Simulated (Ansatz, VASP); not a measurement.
One calculation of Pt, two programs

INCAR

```
ALGO = Normal
EDIFF = 1E-6
ENCUT = 520
ISIF = 2
ISMEAR = 0
LASPH = True
LCHARG = False
LREAL = False
LWAVE = False
NBANDS = 11
NELM = 80
PREC = Accurate
SIGMA = 0.15
```

The input KPOINTS:

```
k-points
0
Gamma
  22 22 22
```

POSCAR

```
Pt
1.0
    0.0000000000      2.0219125425      1.7325768577
    2.0219125425      0.0000000000      1.7325768577
    2.0219125425      2.0219125425      0.0000000000
Pt
1
Direct
    0.0000000000      0.0000000000      0.0000000000
```

Input for Ansatz:

```yaml
crystal:
  lattice:
    - [0.0, 2.0219125425, 1.7325768577]
    - [2.0219125425, 0.0, 1.7325768577]
    - [2.0219125425, 2.0219125425, 0.0]
  atoms:
    - { symbol: Pt, position: [0.0, 0.0, 0.0] }
basis:
  ecutwfc: 420
kpoints:
  mp_grid: { grid: [22, 22, 22] }
hamiltonian:
  xc: lda
  pseudopotentials: { kind: paw, azcp: { folder: soft_1 } }
scf:
  occupations: { method: gaussian, width: 0.15 }
output:
  forces: true
  stress: true
  eigenvalues: true
```

Alike in both runs: task single point; functional LDA; k mesh 22 × 22 × 22; occupations gaussian, width 0.15 eV; no spin polarisation.

```csv
,VASP,Ansatz
version,VASP 6.6.1,Ansatz 0.2.0
potentials or method,"VASP PAW LDA potentials, release 64 (Pt), cutoff 520 eV","scalar-relativistic, plane waves, PAW"
valence electrons in the cell,10,18
```

```tsv
	VASP	Ansatz	Ansatz less VASP
gap on the k mesh at the Fermi level (eV)	none	none	-
pressure (GPa)	16.8	15.8	-0.96
traceless stress, the component that is largest in VASP (GPa)	6.36	6.32	-0.036
```

Ansatz warns that its potentials were made for another functional, while VASP's fit it. LDA's correlation is that of Perdew and Zunger in VASP and of Perdew and Wang (1992) in Ansatz. A gap of «none» marks a metal or a gap that the smearing closes. VASP's potentials hold 10 valence electrons a cell and Ansatz's 18, so a difference there can come from the potentials and not from the codes.

Neither program's run includes spin-orbit coupling.
